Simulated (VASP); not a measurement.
# LiAl4O (P4/mmm) in VASP: notebook, part 2 of 2

VASP 6.6.1. Earlier steps stand in the parts before.

### 4 Relaxation of cell and atoms, PBE

This run uses another cell than the first one, of 29.60 Å³/atom.

The input, INCAR:

```
SYSTEM = LiAl4O
  PREC = Accurate
  ENCUT = 600
  EDIFF = 1E-6
  ISMEAR = 0
  SIGMA = 0.1
  LREAL = .FALSE.
  LASPH = .TRUE.
  NELM = 80
  ALGO = Normal
  ISIF = 3
  LWAVE = .FALSE.
  LCHARG = .FALSE.
  GGA = PE
  IBRION = 2
  NSW = 100
  EDIFFG = -0.01
```

The input, KPOINTS:

```
regular mesh
0
G
  6 6 12
  0 0 0
```

The input, POSCAR:

```
LiAl4O
1.0
    7.4928017037      0.0000000000      0.0000000000
    0.0000000000      7.4928017037      0.0000000000
    0.0000000000      0.0000000000      3.1628955873
Li Al O
1 4 1
Direct
    0.5000000000      0.5000000000      0.0000000000
    0.1818549077      0.5000000000      0.0000000000
    0.8181450923      0.5000000000      0.0000000000
    0.5000000000      0.1818549077      0.0000000000
    0.5000000000      0.8181450923      0.0000000000
    0.5000000000      0.5000000000      0.5000000000
```

Potentials or basis: VASP PAW PBE potentials, release 64 (Li_sv, Al, O).

On the command line:

```console
$ cat potpaw_PBE.64/Li_sv/POTCAR potpaw_PBE.64/Al/POTCAR potpaw_PBE.64/O/POTCAR > POTCAR
$ mpirun -np 1 vasp_std > vasp.out
```

OUTCAR:

```text
SYSTEM = LiAl4O
   PREC = Accurate
   ENCUT = 600
   EDIFF = 1E-6
   ISMEAR = 0
   LREAL = .FALSE.
   LASPH = .TRUE.
   NELM = 80
   ISIF = 3
   GGA = PE
   IBRION = 2
   NSW = 100
   EDIFFG = -0.01

 ion  position               nearest neighbor table
   1  0.500  0.500  0.000-   6 1.58   6 1.58   4 2.38   5 2.38   2 2.38   3 2.38
   2  0.182  0.500  0.000-   1 2.38   3 2.73
   3  0.818  0.500  0.000-   1 2.38   2 2.73
   4  0.500  0.182  0.000-   1 2.38   5 2.73
   5  0.500  0.818  0.000-   1 2.38   4 2.73
   6  0.500  0.500  0.500-   1 1.58   1 1.58

  LATTYP: Found a simple tetragonal cell.
 ALAT       =     7.4928017037
 C/A-ratio  =     0.4221245553

  Lattice vectors:

 A1 = (   7.4928017037,   0.0000000000,   0.0000000000)
 A2 = (   0.0000000000,   7.4928017037,   0.0000000000)
[... 367 lines left out ...]
      3      -5.4570      2.00000
      4      -4.5570      2.00000
      5      -4.3874      2.00000
      6      -4.3874      2.00000
      7      -2.5664      2.00000
      8      -0.0661      2.00000
      9      -0.0661      2.00000
     10       0.1136      2.00000
     11       0.9331      2.00000
     12       1.4732      0.02789
     13       1.4732      0.02789
     14       3.4122      0.00000
[... 377 lines left out ...]
      1     -43.0213      2.00000
      2     -16.0287      2.00000
      3      -5.1329      2.00000
      4      -4.8313      2.00000
      5      -4.0259      2.00000
      6      -2.7125      2.00000
      7      -2.1966      2.00000
      8      -1.7296      2.00000
      9       0.1086      2.00000
     10       0.4498      2.00000
     11       1.1044      1.99744
     12       2.1415      0.00000
     13       3.1563      0.00000
     14       3.8060      0.00000

 [... further k-points ...]

------------------------ aborting loop because EDIFF is reached ----------------------------------------

  FORCE on cell =-STRESS in cart. coord.  units (eV):
  Direction    XX          YY          ZZ          XY          YZ          ZX
  --------------------------------------------------------------------------------------
  -------------------------------------------------------------------------------------
  Total       -0.0235448     -0.0235448     -0.0080364      0.0000000     -0.0000000      0.0000000
  in kB       -0.2132333     -0.2132333     -0.0727819      0.0000000     -0.0000000      0.0000000
  external PRESSURE =      -0.1664162 kB  Pullay stress =       0.0000000 kB
[... 21 lines left out ...]
  FREE ENERGIE OF THE ION-ELECTRON SYSTEM (eV)
  ---------------------------------------------------
  free  energy   TOTEN  =       -18.4679412086 eV

  energy  without entropy=      -18.4516837468  energy(sigma->0) =      -18.45981248

 reached required accuracy - stopping structural energy minimisation
```

OSZICAR:

```text
N       E                     dE             d eps       ncg     rms          rms(c)
DAV:   1     0.113755361901E+03    0.11376E+03   -0.84195E+03  1960   0.130E+03
DAV:   2     0.249501349275E+01   -0.11126E+03   -0.10808E+03  2550   0.218E+02
DAV:   3    -0.220947219351E+02   -0.24590E+02   -0.24293E+02  2766   0.951E+01
[... 44 lines left out ...]
DAV:   2    -0.184682465559E+02    0.10298E-03   -0.65449E-03  2366   0.591E-01    0.122E-01
DAV:   3    -0.184679432242E+02    0.30333E-03   -0.16686E-03  2564   0.297E-01    0.260E-02
DAV:   4    -0.184679441071E+02   -0.88292E-06   -0.16110E-04  2468   0.846E-02    0.158E-02
DAV:   5    -0.184679407229E+02    0.33842E-05   -0.25326E-05  2734   0.373E-02    0.353E-03
DAV:   6    -0.184679412086E+02   -0.48573E-06   -0.16420E-06  1338   0.106E-02
   5 F= -.18467941E+02 E0= -.18459812E+02  d E =-.106424E-02
```

Run time: 3.7 min. Hardware: 1 thread of Intel Xeon 6975P-C (Granite Rapids), shared host; peak memory 0.46 GiB.

What came out:

| Item | Value |
| --- | --- |
| Free energy | -18.4679 eV |
| Relaxed volume | 29.48 Å³/atom |
| Relaxed cell | a = 7.448 Å, b = 7.448 Å, c = 3.189 Å, α = 90.00°, β = 90.00°, γ = 90.00° |
| Space group after relaxing (to 0.1 Å) | P4/mmm (No. 123) |
| Energy gained by relaxing | 1.8 meV/atom |
| Ionic steps | 5 |
| Pressure after relaxing | 0.0 GPa |
| Largest force after relaxing | 0.005 eV/Å |
| Band gap on the k mesh | zero (an odd number of electrons rules out a gap without spin polarisation) |

Forces on the atoms (eV/Å):
```
Li   0.000  0.000  0.000
Al   0.005  0.000  0.000
Al  -0.005  0.000  0.000
Al   0.000  0.005  0.000
Al   0.000 -0.005  0.000
O    0.000  0.000  0.000
```

The path:
```
step  energy change (eV)  largest force (eV/Å)  pressure (GPa)  volume (Å³)
   1              0.0000                0.1620            0.07       177.57
   2             -0.0074                0.0980           -0.06       177.90
   3             -0.0097                0.0358           -0.17       178.19
   4             -0.0106                0.0069           -0.07       177.29
   5             -0.0107                0.0054           -0.02       176.91
```

Final structure:
```
CELL_PARAMETERS angstrom
7.44838 0.00000 0.00000
0.00000 7.44838 0.00000
0.00000 0.00000 3.18879
ATOMIC_POSITIONS crystal
Li 0.50000 0.50000 0.00000
Al 0.17924 0.50000 0.00000
Al 0.82076 0.50000 0.00000
Al 0.50000 0.17924 0.00000
Al 0.50000 0.82076 0.00000
O 0.50000 0.50000 0.50000
```

Caveat: the cutoff is under 1.25 times the usual one of these potentials, so pressure, stress and relaxed cells hold a basis-set (Pulay) error; an odd number of electrons without spin polarisation forces a metal; a magnetic or distorted state may lie lower.

### 5 The runs side by side

| task | cell | k mesh | cutoff (eV) | gap on the mesh (eV) | largest force (eV/Å) |
| --- | --- | --- | --- | --- | --- |
| single point | a = 3.828, b = 3.828, c = 4.277 Å, 6 atoms, atomic positions A | 4 × 4 × 4 | 520 | none | 72.92 |
| single point | a = 7.470, b = 7.470, c = 3.174 Å, 6 atoms, atomic positions B | 6 × 6 × 12 | 520 | none | - |
| relaxation of cell and atoms | relaxed from a = 7.493, b = 7.493, c = 3.163 Å, 6 atoms, atomic positions C | 6 × 6 × 12 | 600 | none | 0.01 |

Alike in all rows: level PBE; potentials or basis VASP PAW PBE potentials, release 64 (Li_sv, Al, O); no spin polarisation; smearing gaussian 0.1 eV.

Caveats: some runs use coarse meshes; the cutoff is under 1.25 times the usual one of these potentials, so pressure, stress and relaxed cells hold a basis-set (Pulay) error; an odd number of electrons without spin polarisation forces a metal; a magnetic or distorted state may lie lower; atoms lie so close that the PAW spheres overlap strongly, which falsifies energies and pressures (at least some runs).

Total energies depend on the potentials used, so only differences within one code and one set of settings carry meaning.
